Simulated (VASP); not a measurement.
# Sb (Cmcm) in VASP: single point with r2SCAN

Aim: the single point of Sb with r2SCAN.

Everything below comes from runs of VASP 6.6.1. Logs are shortened: lines on timing, memory, paths and dates and some standing lists are left out, and cuts for length are marked.

### 1 The cell of the first run

It takes space group Cmcm (No. 63, orthorhombic). Conventional cell: a = 3.318 Å, b = 5.923 Å, c = 5.330 Å, α = 90.00°, β = 90.00°, γ = 90.00°. Sb (site symmetry m2m) has 12 Sb at 3.29 to 3.39 Å within 4.3 Å.

### 2 Single point, r2SCAN (strain -0.0150 x Voigt [1, -1, 0, 0, 0, 0])

POSCAR reads:

```
Sb
1.0
    3.3184651768      0.0000000000      0.0000000000
   -1.6592325884      2.9614043369      0.0000000000
    0.0000000000      0.0000000000      5.3300000000
Sb
2
Direct
    0.3333333333      0.6666666667      0.2500000000
    0.6666666667      0.3333333333      0.7500000000
```

INCAR.step1 reads:

```
SYSTEM = Sb
  PREC = Accurate
  ENCUT = 520
  ISMEAR = 0
  SIGMA = 0.15
  LREAL = .False.
  LASPH = .True.
  NELM = 60
  NBANDS = 12
  GGA = PE
  ALGO = Normal
  EDIFF = 1E-4
  LWAVE = .True.
  LCHARG = .False.
```

INCAR.step2 reads:

```
SYSTEM = Sb
  PREC = Accurate
  ENCUT = 520
  EDIFF = 1E-6
  ISMEAR = 0
  SIGMA = 0.15
  LREAL = .False.
  LASPH = .True.
  NELM = 60
  ALGO = Normal
  ISIF = 2
  LWAVE = .False.
  LCHARG = .False.
  METAGGA = R2SCAN
  LMIXTAU = .True.
  NBANDS = 12
  ISTART = 1
```

KPOINTS reads:

```
Automatic mesh
0
Gamma
  18 18 10
  0 0 0
```

Potentials or basis: VASP PAW PBE potentials, release 64 (Sb).

The run is started by

```bash
$ cat potpaw_PBE.64/Sb/POTCAR > POTCAR
$ cp INCAR.step1 INCAR
$ mpirun -np 1 vasp_std > vasp.out
$ cp INCAR.step2 INCAR
$ mpirun -np 1 vasp_std > vasp.out
```

OUTCAR:

```text
SYSTEM = Sb
   PREC = Accurate
   ENCUT = 520
   EDIFF = 1E-6
   ISMEAR = 0
   LREAL = .False.
   LASPH = .True.
   NELM = 60
   ISIF = 2
   METAGGA = R2SCAN
   ISTART = 1

 ion  position               nearest neighbor table
   1  0.333  0.667  0.250-   2 3.29   2 3.29   2 3.29   2 3.29   2 3.32   2 3.32
   2  0.667  0.333  0.750-   1 3.29   1 3.29   1 3.29   1 3.29   1 3.32   1 3.32

  LATTYP: Found a base centered orthorhombic cell.
 ALAT       =     3.3184651768
 B/A-ratio  =     1.7848036240
 C/A-ratio  =     1.6061642103

  Lattice vectors:

 A1 = (   1.6592325884,  -2.9614043369,   0.0000000000)
 A2 = (   1.6592325884,   2.9614043369,   0.0000000000)
 A3 = (   0.0000000000,   0.0000000000,   5.3300000000)

Analysis of symmetry for initial positions (statically):
=====================================================================
 Subroutine PRICEL returns:
 Original cell was already a primitive cell.

 Routine SETGRP: Setting up the symmetry group for a
 base centered orthorhombic supercell.

 Subroutine GETGRP returns: Found  8 space group operations
 (whereof  4 operations were pure point group operations)
 out of a pool of  8 trial point group operations.

The static configuration has the point symmetry C_2h.
 The point group associated with its full space group is D_2h.

Analysis of symmetry for dynamics (positions and initial velocities):
=====================================================================
 Subroutine PRICEL returns:
 Original cell was already a primitive cell.

 Routine SETGRP: Setting up the symmetry group for a
 base centered orthorhombic supercell.

 Subroutine GETGRP returns: Found  8 space group operations
 (whereof  4 operations were pure point group operations)
 out of a pool of  8 trial point group operations.

The dynamic configuration has the point symmetry C_2h.
 The point group associated with its full space group is D_2h.

 Subroutine INISYM returns: Found  8 space group operations
 (whereof  4 operations are pure point group operations),
 and found     1 'primitive' translations

----------------------------------------------------------------------------------------

                                     Primitive cell

  volume of cell :      52.3796

  direct lattice vectors                    reciprocal lattice vectors
     3.318465177  0.000000000  0.000000000     0.301344130  0.168838815  0.000000000
    -1.659232588  2.961404337  0.000000000     0.000000000  0.337677631  0.000000000
     0.000000000  0.000000000  5.330000000     0.000000000  0.000000000  0.187617261

  length of vectors
     3.318465177  3.394549812  5.330000000     0.345419788  0.337677631  0.187617261

  position of ions in fractional coordinates (direct lattice)
     0.333333333  0.666666667  0.250000000
     0.666666667  0.333333333  0.750000000

  ion indices of the primitive-cell ions
   primitive index   ion index
                 1           1
                 2           2

----------------------------------------------------------------------------------------

 KPOINTS: Automatic mesh

Automatic generation of k-mesh.
 Grid dimensions read from file:
 generate k-points for:   18   18   10

 Generating k-lattice:

  Cartesian coordinates                     Fractional coordinates (reciprocal lattice)
     0.016741341  0.009379934  0.000000000     0.055555556 -0.000000000  0.000000000
     0.000000000  0.018759868  0.000000000     0.000000000  0.055555556  0.000000000
     0.000000000  0.000000000  0.018761726     0.000000000  0.000000000  0.100000000

  Length of vectors
     0.019189988  0.018759868  0.018761726

  Shift w.r.t. Gamma in fractional coordinates (k-lattice)
     0.000000000  0.000000000  0.000000000

 Subroutine IBZKPT returns following result:
 ===========================================

 Found    546 irreducible k-points:

 Following reciprocal coordinates:
            Coordinates               Weight
  0.000000  0.000000  0.000000      1.000000
  0.055556  0.000000  0.000000      4.000000
  0.111111  0.000000  0.000000      4.000000
  0.166667 -0.000000  0.000000      4.000000
  0.222222 -0.000000  0.000000      4.000000
  0.277778 -0.000000  0.000000      4.000000
[... 16 lines left out ...]
 -0.333333  0.055556  0.000000      4.000000
 -0.277778  0.055556  0.000000      4.000000
 [... further k-points ...]
   k-points           NKPTS =    546   k-points in BZ     NKDIM =    546   number of bands    NBANDS=     12
   number of dos      NEDOS =    301   number of ions     NIONS =      2
   total plane-waves  NPLWV =  31360
   dimension x,y,z NGX =    28 NGY =   28 NGZ =   40
   dimension x,y,z NGXF=    56 NGYF=   56 NGZF=   80
   ions per type =               2
   NGX,Y,Z   is equivalent  to a cutoff of  14.03, 13.71, 12.48 a.u.
   NGXF,Y,Z  is equivalent  to a cutoff of  28.05, 27.43, 24.95 a.u.
 SYSTEM =  Sb
   PREC   = accura    normal or accurate (medium, high low for compatibility)
   ISTART =      1    job   : 0-new  1-cont  2-samecut
   ICHARG =      0    charge: 1-file 2-atom 10-const
   ISPIN  =      1    spin polarized calculation?
   LNONCOLLINEAR =      F non collinear calculations
   LSORBIT =      F    spin-orbit coupling
   LASPH  =      T    aspherical Exc in radial PAW
   ENCUT  =  520.0 eV  38.22 Ry    6.18 a.u.   6.17  6.31  9.91*2*pi/ulx,y,z
   NELM   =     60;   NELMIN=  2; NELMDL=  0     # of ELM steps
   EDIFF  = 0.1E-05   stopping-criterion for ELM
   LREAL  =      F    real-space projection
   EDIFFG = 0.1E-04   stopping-criterion for IOM
   NSW    =      0    number of steps for IOM
   IBRION =     -1    ionic relax: 0-MD 1-quasi-New 2-CG
   NFREE  =      0    steps in history (QN), initial steepest desc. (CG)
   ISIF   =      2    stress and relaxation
   ISYM   =      2    0-nonsym 1-usesym 2-fastsym
   POTIM  = 0.5000    time-step for ionic-motion
   TEBEG  =    0.0;   TEEND  =   0.0 temperature during run
   PSTRESS=    0.0 pullay stress
   NELECT =      10.0000    total number of electrons
   NUPDOWN=      -1.0000    fix difference up-down
   EMIN   =  10.00;   EMAX   =-10.00  energy-range for DOS
   EFERMI =   0.00;   METHOD = LEGACY
   ISMEAR =     0;   SIGMA  =   0.15  broadening in eV -4-tet -1-fermi 0-gaus
   EFERMI_NEDOS =   21; number of points for ismear=-14 and -15
   IALGO  =     38    algorithm
   IMIX   =      4    mixing-type and parameters
     AMIX     =   0.40;   BMIX     =  1.00
     AMIX_MAG =   1.60;   BMIX_MAG =  1.00
  volume/ion in A,a.u.               =      26.19       176.74
  Fermi-wavevector in a.u.,A,eV,Ry     =   0.942658  1.781365 12.090190  0.888604
  Thomas-Fermi vector in A             =   2.070289
   LORBIT       =      0    0 simple, 1 ext, 2 COOP (PROOUT), +10 PAW based schemes
   METAGGA = R2SCAN    functional components
   LHFCALC =     F    Hartree Fock is set to
   AEXX    =    0.0000 exact exchange contribution
   IVDW    =     0    specifies the selected vdW correction
   LEPSILON=     F    determine dielectric tensor
   LRPA    =     F    only Hartree local field effects (RPA)
 non-spin polarized calculation
 Gauss-broadening in eV      SIGMA  =   0.15
  energy-cutoff  :      520.00
  volume of cell :       52.38
 maximum number of plane-waves:      1430
 NGX is ok and might be reduce to    28
   NGX = 13   NGY = 13   NGZ = 19

 number of electron      10.0000000 magnetization

 Free energy of the ion-electron system (eV)
  ---------------------------------------------------
  ext. energy  EPLUGINS =         0.00000000
  ---------------------------------------------------
  free energy    TOTEN  =       -50.54866711 eV

  energy without entropy =      -50.53408312  energy(sigma->0) =      -50.54137512

 E-fermi :   8.8112     XC(G=0): -10.9557

 val. band max:        8.8099432387   @ k =   0.4444  -0.0000   0.0000
 cond. band min:       8.8112290115   @ k =   0.2778   0.1667   0.0000
 fundamental gap:      0.0012857728
 Fermi energy:         8.8111634246

 k-point     1 :       0.0000    0.0000    0.0000
  band No.  band energies     occupation
      1      -4.9791      2.00000
      2      -0.4521      2.00000
      3       2.5545      2.00000
      4      12.1098      0.00000
      5      12.5482      0.00000
      6      14.0169      0.00000
      7      14.5080      0.00000
      8      15.2712      0.00000
      9      16.8631      0.00000
     10      18.3160      0.00000
     11      18.9487      0.00000
     12      19.5646      0.00000

 k-point     2 :       0.0556    0.0000    0.0000
  band No.  band energies     occupation
      1      -4.9204      2.00000
      2      -0.4007      2.00000
      3       2.6155      2.00000
      4      11.7396      0.00000
      5      12.0521      0.00000
      6      13.9692      0.00000
      7      14.3320      0.00000
      8      15.1729      0.00000
      9      17.2239      0.00000
     10      18.1054      0.00000
     11      19.0081      0.00000
     12      19.6677      0.00000

 k-point     3 :       0.1111    0.0000    0.0000
  band No.  band energies     occupation
      1      -4.7445      2.00000
      2      -0.2480      2.00000
      3       2.7977      2.00000
      4      10.5013      0.00000
      5      11.4189      0.00000
      6      13.2474      0.00000
      7      14.3155      0.00000
      8      14.8420      0.00000
      9      16.9178      0.00000
     10      18.3705      0.00000
     11      19.2024      0.00000
     12      19.5156      0.00000
[... 286 lines left out ...]
 k-point    23 :      -0.3333    0.0556    0.0000
  band No.  band energies     occupation
      1      -3.1728      2.00000
      2       0.9403      2.00000
      3       4.3970      2.00000
      4       5.4489      2.00000
      5       8.5813      1.96974
      6       9.7067      0.00000
      7      11.6423      0.00000
      8      13.0000      0.00000
      9      14.4350      0.00000
     10      17.0121      0.00000
     11      18.7155      0.00000
     12      19.1013      0.00000

 k-point    24 :      -0.2778    0.0556    0.0000
  band No.  band energies     occupation
      1      -3.7452      2.00000
      2       0.5660      2.00000
      3       3.8208      2.00000
      4       6.7293      2.00000
      5       9.3410      0.00000
      6      10.7239      0.00000
      7      12.7383      0.00000
      8      13.3865      0.00000
      9      14.9628      0.00000
     10      17.5438      0.00000
     11      18.7814      0.00000
     12      19.1833      0.00000

 [... further k-points ...]

------------------------ aborting loop because EDIFF is reached ----------------------------------------

  FORCE on cell =-STRESS in cart. coord.  units (eV):
  Direction    XX          YY          ZZ          XY          YZ          ZX
  --------------------------------------------------------------------------------------
  -------------------------------------------------------------------------------------
  Total        0.4616064      0.6621686      1.0826086      0.0000000      0.0000000      0.0000000
  in kB       14.1195305     20.2542892     33.1146287      0.0000000      0.0000000      0.0000000
  external PRESSURE =      22.4961495 kB  Pullay stress =       0.0000000 kB

 VOLUME and BASIS-vectors are now :
 -----------------------------------------------------------------------------
  energy-cutoff  :      520.00
  volume of cell :       52.38
      direct lattice vectors                 reciprocal lattice vectors
     3.318465177  0.000000000  0.000000000     0.301344130  0.168838815  0.000000000
    -1.659232588  2.961404337  0.000000000     0.000000000  0.337677631  0.000000000
     0.000000000  0.000000000  5.330000000     0.000000000  0.000000000  0.187617261

 POSITION                                       TOTAL-FORCE (eV/Angst)
 -----------------------------------------------------------------------------------
     -0.00000      1.97427      1.33250         0.000000      0.028194     -0.000000
      1.65923      0.98713      3.99750         0.000000     -0.028194      0.000000
 -----------------------------------------------------------------------------------
    total drift:                               -0.000000      0.000000     -0.000000

  FREE ENERGIE OF THE ION-ELECTRON SYSTEM (eV)
  ---------------------------------------------------
  free  energy   TOTEN  =       -50.5486671092 eV

  energy  without entropy=      -50.5340831216  energy(sigma->0) =      -50.54137512
```

Wall time 14 min (1 thread of Oxide Virtual Turin-like, shared host); peak memory 0.38 GiB.

Results:

| Quantity | Value |
| --- | --- |
| Free energy | -50.5487 eV |
| Pressure | 2.2 GPa |
| Largest force | 0.028 eV/Å |
| Band gap on the k mesh | zero (bands 5 and 6 overlap by 7.74 eV) |

Forces on the atoms (eV/Å):
```
Sb   0.000  0.028  0.000
Sb   0.000 -0.028  0.000
```

Stress tensor (GPa, compression positive):
```
1.41 0.00 0.00
0.00 2.03 0.00
0.00 0.00 3.31
```

Levels at points of the mesh, in eV from the Fermi level:
```
           k point  band 1  band 2  band 3  band 4  band 5  band 6  band 7  band 8  band 9  band 10
(0.00, 0.00, 0.00)  -13.79   -9.26   -6.26    3.30    3.74    5.21    5.70    6.46    8.05     9.50
(0.50, 0.00, 0.00)   -9.87   -8.44   -4.33   -3.05   -2.46   -0.11   -0.06    3.83    4.45     8.09
(0.00, 0.50, 0.00)  -10.17   -8.60   -4.40   -3.09   -2.73   -0.17    0.52    4.41    4.90     8.52
(0.00, 0.00, 0.50)  -12.38  -12.38   -0.38   -0.38    4.26    4.26    4.71    4.71    8.98     8.98
(0.50, 0.00, 0.50)   -8.82   -8.82   -5.77   -5.77    1.37    1.37    2.17    2.17    6.20     6.20
(0.00, 0.50, 0.50)   -9.10   -9.10   -5.82   -5.82    1.95    1.95    2.20    2.20    6.49     6.49
```

Caveat: the cell differs from its parent crystal (strain -0.0150 x Voigt [1, -1, 0, 0, 0, 0]); the PAW data sets were made with another functional, which shifts forces and pressure a little; spin-orbit coupling is left out, which moves the levels of the heavy elements.
